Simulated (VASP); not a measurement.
# C (R-3m) in VASP: a series of runs

The runs below take C through single point, relaxation of cell and atoms, with PBEsol.

All numbers are computed with VASP 6.6.1; they aren't measurements. Logs are shortened: lines on timing, memory, paths and dates and some standing lists are left out, and cuts for length are marked.

**1. The cell of the first run**

It takes space group R-3m (No. 166, trigonal). The conventional cell has a = 2.459 Å, b = 2.459 Å, c = 10.300 Å, α = 90.00°, β = 90.00°, γ = 120.00°. C (site symmetry 3m) has 3 C at 1.42 Å within 1.9 Å.

**2. Single point, PBEsol**

Contents of INCAR:

```
ALGO     = Normal         # electronic algorithm
EDIFF    = 1E-6           # SCF threshold, eV
ENCUT    = 520            # plane-wave cutoff, eV
GGA      = PS             # functional
ISIF     = 2              # what is computed and relaxed
ISMEAR   = 0              # smearing method
LASPH    = T              # aspherical terms in the spheres
LCHARG   = F              # write CHGCAR
LREAL    = F              # projectors in reciprocal space
LWAVE    = F              # write WAVECAR
NBANDS   = 11             # bands
NELM     = 60             # most SCF steps
PREC     = Accurate       # precision mode
SIGMA    = 0.1            # smearing width, eV
```

Contents of KPOINTS:

```
k-points
0
Gamma
  9 9 9
```

Contents of POSCAR:

```
C
1.0
    1.2294889126      0.7098457547      3.4332931890
   -1.2294889126      0.7098457547      3.4332931890
    0.0000000000     -1.4196915093      3.4332931890
C
2
Direct
    0.8334587407      0.8334587407      0.8334587407
    0.1665412593      0.1665412593      0.1665412593
```

Potentials or basis: VASP PAW PBE potentials, release 64 (C).

Launch:

```
> cat potpaw_PBE.64/C/POTCAR > POTCAR
> mpirun -np 1 vasp_std > vasp.out
```

OUTCAR:

```text
EDIFF = 1E-6
   ENCUT = 520
   GGA = PS
   ISIF = 2
   ISMEAR = 0
   LASPH = T
   LREAL = F
   NELM = 60
   PREC = Accurate

 ion  position               nearest neighbor table
   1  0.833  0.833  0.833-   2 1.42   2 1.42   2 1.42
   2  0.167  0.167  0.167-   1 1.42   1 1.42   1 1.42

  LATTYP: Found a trigonal (rhomboedric) cell.
 ALAT       =     3.7152424017
 COS(alpha) =     0.7809693360

  Lattice vectors:

 A1 = (   1.2294889126,   0.7098457547,   3.4332931890)
 A2 = (  -1.2294889126,   0.7098457547,   3.4332931890)
 A3 = (   0.0000000000,  -1.4196915093,   3.4332931890)

Analysis of symmetry for initial positions (statically):
=====================================================================
 Subroutine PRICEL returns:
 Original cell was already a primitive cell.

 Routine SETGRP: Setting up the symmetry group for a
 trigonal (rhombohedral) supercell.

 Subroutine GETGRP returns: Found 12 space group operations
 (whereof 12 operations were pure point group operations)
 out of a pool of 12 trial point group operations.

The static configuration has the point symmetry D_3d.

Analysis of symmetry for dynamics (positions and initial velocities):
=====================================================================
 Subroutine PRICEL returns:
 Original cell was already a primitive cell.

 Routine SETGRP: Setting up the symmetry group for a
 trigonal (rhombohedral) supercell.

 Subroutine GETGRP returns: Found 12 space group operations
 (whereof 12 operations were pure point group operations)
 out of a pool of 12 trial point group operations.

The dynamic configuration has the point symmetry D_3d.

 Subroutine INISYM returns: Found 12 space group operations
 (whereof 12 operations are pure point group operations),
 and found     1 'primitive' translations

----------------------------------------------------------------------------------------

                                     Primitive cell

  volume of cell :      17.9784

  direct lattice vectors                    reciprocal lattice vectors
     1.229488913  0.709845755  3.433293189     0.406673045  0.234792792  0.097088514
    -1.229488913  0.709845755  3.433293189    -0.406673045  0.234792792  0.097088514
     0.000000000 -1.419691509  3.433293189     0.000000000 -0.469585584  0.097088514

  length of vectors
     3.715242402  3.715242402  3.715242402     0.479517258  0.479517258  0.479517258

  position of ions in fractional coordinates (direct lattice)
     0.833458741  0.833458741  0.833458741
     0.166541259  0.166541259  0.166541259

  ion indices of the primitive-cell ions
   primitive index   ion index
                 1           1
                 2           2

----------------------------------------------------------------------------------------

 KPOINTS: k-points

Automatic generation of k-mesh.
 Grid dimensions read from file:
 generate k-points for:    9    9    9

 Generating k-lattice:

  Cartesian coordinates                     Fractional coordinates (reciprocal lattice)
     0.045185894  0.026088088  0.010787613     0.111111111  0.000000000  0.000000000
    -0.045185894  0.026088088  0.010787613     0.000000000  0.111111111  0.000000000
     0.000000000 -0.052176176  0.010787613    -0.000000000 -0.000000000  0.111111111

  Length of vectors
     0.053279695  0.053279695  0.053279695

  Shift w.r.t. Gamma in fractional coordinates (k-lattice)
     0.000000000  0.000000000  0.000000000

 Subroutine IBZKPT returns following result:
 ===========================================

 Found     85 irreducible k-points:

 Following reciprocal coordinates:
            Coordinates               Weight
  0.000000  0.000000  0.000000      1.000000
  0.111111 -0.000000  0.000000      6.000000
  0.222222  0.000000  0.000000      6.000000
  0.333333  0.000000  0.000000      6.000000
  0.444444  0.000000  0.000000      6.000000
  0.111111  0.111111  0.000000      6.000000
[... 16 lines left out ...]
 -0.333333  0.333333  0.000000      6.000000
  0.444444  0.444444  0.000000      6.000000
 [... further k-points ...]
   k-points           NKPTS =     85   k-points in BZ     NKDIM =     85   number of bands    NBANDS=     11
   number of dos      NEDOS =    301   number of ions     NIONS =      2
   total plane-waves  NPLWV =  21952
   dimension x,y,z NGX =    28 NGY =   28 NGZ =   28
   dimension x,y,z NGXF=    56 NGYF=   56 NGZF=   56
   ions per type =               2
   NGX,Y,Z   is equivalent  to a cutoff of  12.53, 12.53, 12.53 a.u.
   NGXF,Y,Z  is equivalent  to a cutoff of  25.06, 25.06, 25.06 a.u.
 SYSTEM =  unknown system
   PREC   = accura    normal or accurate (medium, high low for compatibility)
   ISTART =      0    job   : 0-new  1-cont  2-samecut
   ICHARG =      2    charge: 1-file 2-atom 10-const
   ISPIN  =      1    spin polarized calculation?
   LNONCOLLINEAR =      F non collinear calculations
   LSORBIT =      F    spin-orbit coupling
   LASPH  =      T    aspherical Exc in radial PAW
   ENCUT  =  520.0 eV  38.22 Ry    6.18 a.u.   6.91  6.91  6.91*2*pi/ulx,y,z
   NELM   =     60;   NELMIN=  2; NELMDL= -5     # of ELM steps
   EDIFF  = 0.1E-05   stopping-criterion for ELM
   LREAL  =      F    real-space projection
   EDIFFG = 0.1E-04   stopping-criterion for IOM
   NSW    =      0    number of steps for IOM
   IBRION =     -1    ionic relax: 0-MD 1-quasi-New 2-CG
   NFREE  =      0    steps in history (QN), initial steepest desc. (CG)
   ISIF   =      2    stress and relaxation
   ISYM   =      2    0-nonsym 1-usesym 2-fastsym
   POTIM  = 0.5000    time-step for ionic-motion
   TEBEG  =    0.0;   TEEND  =   0.0 temperature during run
   PSTRESS=    0.0 pullay stress
   NELECT =       8.0000    total number of electrons
   NUPDOWN=      -1.0000    fix difference up-down
   EMIN   =  10.00;   EMAX   =-10.00  energy-range for DOS
   EFERMI =   0.00;   METHOD = LEGACY
   ISMEAR =     0;   SIGMA  =   0.10  broadening in eV -4-tet -1-fermi 0-gaus
   EFERMI_NEDOS =   21; number of points for ismear=-14 and -15
   IALGO  =     38    algorithm
   IMIX   =      4    mixing-type and parameters
     AMIX     =   0.40;   BMIX     =  1.00
     AMIX_MAG =   1.60;   BMIX_MAG =  1.00
  volume/ion in A,a.u.               =       8.99        60.66
  Fermi-wavevector in a.u.,A,eV,Ry     =   1.249840  2.361856 21.253677  1.562101
  Thomas-Fermi vector in A             =   2.383862
   LORBIT       =      0    0 simple, 1 ext, 2 COOP (PROOUT), +10 PAW based schemes
   GGA     = PS    functional components
   LHFCALC =     F    Hartree Fock is set to
   AEXX    =    0.0000 exact exchange contribution
   IVDW    =     0    specifies the selected vdW correction
   LEPSILON=     F    determine dielectric tensor
   LRPA    =     F    only Hartree local field effects (RPA)
 non-spin polarized calculation
 Gauss-broadening in eV      SIGMA  =   0.10
  energy-cutoff  :      520.00
  volume of cell :       17.98
 maximum number of plane-waves:       496
   NGX = 13   NGY = 13   NGZ = 13

 number of electron       8.0000000 magnetization

 Free energy of the ion-electron system (eV)
  ---------------------------------------------------
  ext. energy  EPLUGINS =         0.00000000
  ---------------------------------------------------
  free energy    TOTEN  =       -19.28244367 eV

  energy without entropy =      -19.28244332  energy(sigma->0) =      -19.28244349

 E-fermi :   4.4440     XC(G=0): -10.4024

 val. band max:        4.1503136226   @ k =  -0.3333   0.3333   0.0000
 cond. band min:       4.7365477678   @ k =  -0.3333   0.3333   0.0000
 fundamental gap:      0.5862341452
 Fermi energy:         4.4440279296

 k-point     1 :       0.0000    0.0000    0.0000
  band No.  band energies     occupation
      1     -15.2137      2.00000
      2      -2.2994      2.00000
      3       1.4736      2.00000
      4       1.4736      2.00000
      5       8.2851      0.00000
      6      12.8288      0.00000
      7      12.8288      0.00000
      8      15.9275      0.00000
      9      17.3508      0.00000
     10      26.9398      0.00000
     11      29.1779      0.00000

 k-point     2 :       0.1111   -0.0000    0.0000
  band No.  band energies     occupation
      1     -14.9150      2.00000
      2      -1.9904      2.00000
      3       0.3556      2.00000
      4       0.8953      2.00000
      5       8.7096      0.00000
      6      12.9276      0.00000
      7      14.0448      0.00000
      8      14.9188      0.00000
      9      17.8839      0.00000
     10      27.4060      0.00000
     11      27.9344      0.00000

 k-point     3 :       0.2222    0.0000    0.0000
  band No.  band energies     occupation
      1     -14.0253      2.00000
      2      -2.2086      2.00000
      3      -1.0754      2.00000
      4      -0.2686      2.00000
      5       9.9655      0.00000
      6      12.4195      0.00000
      7      12.7978      0.00000
      8      17.0528      0.00000
      9      19.3947      0.00000
     10      24.3224      0.00000
     11      27.2659      0.00000

 k-point     4 :       0.3333    0.0000    0.0000
  band No.  band energies     occupation
      1     -12.5678      2.00000
      2      -5.1669      2.00000
      3      -1.2948      2.00000
      4       0.3794      2.00000
      5       9.4271      0.00000
      6      11.9661      0.00000
      7      12.4858      0.00000
      8      19.9992      0.00000
      9      20.8233      0.00000
     10      22.8495      0.00000
     11      25.5696      0.00000
[... 239 lines left out ...]
 k-point    22 :      -0.4444    0.3333   -0.0000
  band No.  band energies     occupation
      1      -9.7501      2.00000
      2      -7.2783      2.00000
      3      -4.7638      2.00000
      4       2.4090      2.00000
      5       6.0680      0.00000
      6      15.2896      0.00000
      7      15.7239      0.00000
      8      19.2284      0.00000
      9      19.8866      0.00000
     10      23.5964      0.00000
     11      25.9819      0.00000

 k-point    23 :      -0.3333    0.3333    0.0000
  band No.  band energies     occupation
      1      -8.1319      2.00000
      2      -8.0516      2.00000
      3      -6.1962      2.00000
      4       4.1503      1.99997
      5       4.7365      0.00004
      6      14.8619      0.00000
      7      16.7196      0.00000
      8      19.2887      0.00000
      9      19.4409      0.00000
     10      22.5225      0.00000
     11      24.6505      0.00000

 k-point    24 :       0.4444    0.4444    0.0000
  band No.  band energies     occupation
      1     -10.5320      2.00000
      2      -7.8770      2.00000
      3      -1.9046      2.00000
      4       1.3912      2.00000
      5       6.2661      0.00000
      6      11.7638      0.00000
      7      16.4668      0.00000
      8      19.7088      0.00000
      9      23.6169      0.00000
     10      23.9882      0.00000
     11      27.2952      0.00000

 [... further k-points ...]

------------------------ aborting loop because EDIFF is reached ----------------------------------------

  FORCE on cell =-STRESS in cart. coord.  units (eV):
  Direction    XX          YY          ZZ          XY          YZ          ZX
  --------------------------------------------------------------------------------------
  -------------------------------------------------------------------------------------
  Total        0.1223228      0.1223228      0.0282582      0.0000000      0.0000000      0.0000000
  in kB       10.9010197     10.9010197      2.5182782      0.0000000      0.0000000      0.0000000
  external PRESSURE =       8.1067725 kB  Pullay stress =       0.0000000 kB

 VOLUME and BASIS-vectors are now :
 -----------------------------------------------------------------------------
  energy-cutoff  :      520.00
  volume of cell :       17.98
      direct lattice vectors                 reciprocal lattice vectors
     1.229488913  0.709845755  3.433293189     0.406673045  0.234792792  0.097088514
    -1.229488913  0.709845755  3.433293189    -0.406673045  0.234792792  0.097088514
     0.000000000 -1.419691509  3.433293189     0.000000000 -0.469585584  0.097088514

 POSITION                                       TOTAL-FORCE (eV/Angst)
 -----------------------------------------------------------------------------------
      0.00000      0.00000      8.58452         0.000000     -0.000000     -0.008445
      0.00000      0.00000      1.71535         0.000000      0.000000      0.008445
 -----------------------------------------------------------------------------------
    total drift:                                0.000000     -0.000000      0.000000

  FREE ENERGIE OF THE ION-ELECTRON SYSTEM (eV)
  ---------------------------------------------------
  free  energy   TOTEN  =       -19.2824436733 eV

  energy  without entropy=      -19.2824433151  energy(sigma->0) =      -19.28244349
```

Wall time 13 s (1 thread of Intel Xeon 6975P-C (Granite Rapids), shared host); peak memory 0.15 GiB.

Results:

```
Free energy   : -19.2824 eV
Pressure      : 0.8 GPa
Largest force : 0.008 eV/Å
```

Forces on the atoms (eV/Å):
```
C    0.000  0.000 -0.008
C    0.000  0.000  0.008
```

Caveat: this functional lacks dispersion, which binds the layers, so the pressure and a relaxed spacing across them are unreliable; the PAW data sets were made with another functional, which shifts forces and pressure a little.

**3. Relaxation of cell and atoms, PBEsol**

This run uses another cell than the first one, of 8.74 Å³/atom.

Contents of INCAR:

```
  PREC = Accurate
  ENCUT = 600
  EDIFF = 1E-7
  ISMEAR = 0
  SIGMA = 0.1
  LREAL = F
  LASPH = T
  NELM = 60
  ALGO = Normal
  ISIF = 3
  LWAVE = F
  LCHARG = F
  GGA = PS
  IBRION = 2
  NSW = 100
  EDIFFG = -0.05
```

Contents of KPOINTS:

```
regular mesh
0
Gamma
  9 9 9
```

Contents of POSCAR:

```
C
1.0
    1.2280287114      0.7090027071      3.3470114498
   -1.2280287114      0.7090027071      3.3470114498
    0.0000000000     -1.4180054142      3.3470114498
C
2
Direct
    0.8360000000      0.8360000000      0.8360000000
    0.1640000000      0.1640000000      0.1640000000
```

Potentials or basis: VASP PAW PBE potentials, release 64 (C).

Launch:

```
> cat potpaw_PBE.64/C/POTCAR > POTCAR
> mpirun -np 1 vasp_std > vasp.out
```

It took 50 s on 1 thread of Intel Xeon 6975P-C (Granite Rapids), shared host; peak memory 0.15 GiB.

Results (log left out):

| Quantity | Value |
| --- | --- |
| Free energy | -19.2848 eV |
| Relaxed volume | 8.78 Å³/atom |
| Relaxed cell | a = 3.638 Å, b = 3.638 Å, c = 3.638 Å, α = 39.52°, β = 39.52°, γ = 39.52° |
| Space group after relaxing (to 0.1 Å) | R-3m (No. 166) |
| Energy gained by relaxing | 11.0 meV/atom |
| Ionic steps | 5 |
| Pressure after relaxing | 0.3 GPa |

Stress tensor (GPa, compression positive):
```
0.12 0.00 0.00
0.00 0.12 0.00
0.00 0.00 0.68
```

The path:
| step | energy change (eV) | largest force (eV/Å) | pressure (GPa) | volume (Å³) |
| --- | --- | --- | --- | --- |
| 1 | 0.0000 | 0.8420 | 1.39 | 17.48 |
| 2 | -0.0125 | 0.4989 | -2.86 | 17.68 |
| 3 | -0.0215 | 0.0300 | -1.11 | 17.60 |
| 4 | -0.0206 | 0.0568 | 2.88 | 17.47 |
| 5 | -0.0219 | 0.0011 | 0.31 | 17.55 |

Final structure:
```xyz
2
Lattice="1.2299 0.7101 3.3496 -1.2299 0.7101 3.3496 0.0000 -1.4202 3.3496" Properties=species:S:1:pos:R:3 pbc="T T T"
C     0.0000    0.0000    8.3753
C     0.0000    0.0000    1.6736
```

Caveat: this functional lacks dispersion, which binds the layers, so the pressure and a relaxed spacing across them are unreliable; the PAW data sets were made with another functional, which shifts forces and pressure a little. Zero-point motion and thermal expansion aren't in these numbers.

[end of part 1 of 2]
